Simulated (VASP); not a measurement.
Input of a VASP 6.6.1 run:

File INCAR:

```
  PREC = Accurate
  ENCUT = 520
  EDIFF = 1E-6
  ISMEAR = -1
  SIGMA = 0.1
  LREAL = False
  LASPH = True
  NELM = 80
  ALGO = Normal
  ISIF = 2
  LWAVE = False
  LCHARG = False
  LDIPOL = True
  IDIPOL = 3
  DIPOL = 0.5 0.5 0.500
  GGA = PE
  EFIELD = -0.2
  NBANDS = 36
```

The input KPOINTS:

```
Automatic mesh
0
Gamma
  14 14 1
```

Contents of POSCAR:

```
Cu
1.0
    2.5665139635      0.0000000000      0.0000000000
    0.0000000000      2.5665139635      0.0000000000
    0.0000000000      0.0000000000     23.2592000000
Cu
5
Direct
    0.0000000000      0.0000000000      0.3463542678
    0.5000000000      0.5000000000      0.4217372054
    0.0000000000      0.0000000000      0.4999999976
    0.5000000000      0.5000000000      0.5782627953
    0.0000000000      0.0000000000      0.6536457339
```

Potentials or basis: VASP PAW PBE potentials, release 64 (Cu).

Launch:

```bash
$ cat potpaw_PBE.64/Cu/POTCAR > POTCAR
$ mpirun -np 1 vasp_std > vasp.out
```

Problem. Predict the largest force.

Solution. 0.039 eV/Å.

Forces on the atoms (eV/Å):
```
Cu   0.000  0.000 -0.039
Cu   0.000  0.000  0.012
Cu   0.000  0.000 -0.002
Cu   0.000  0.000 -0.006
Cu   0.000  0.000  0.036
```
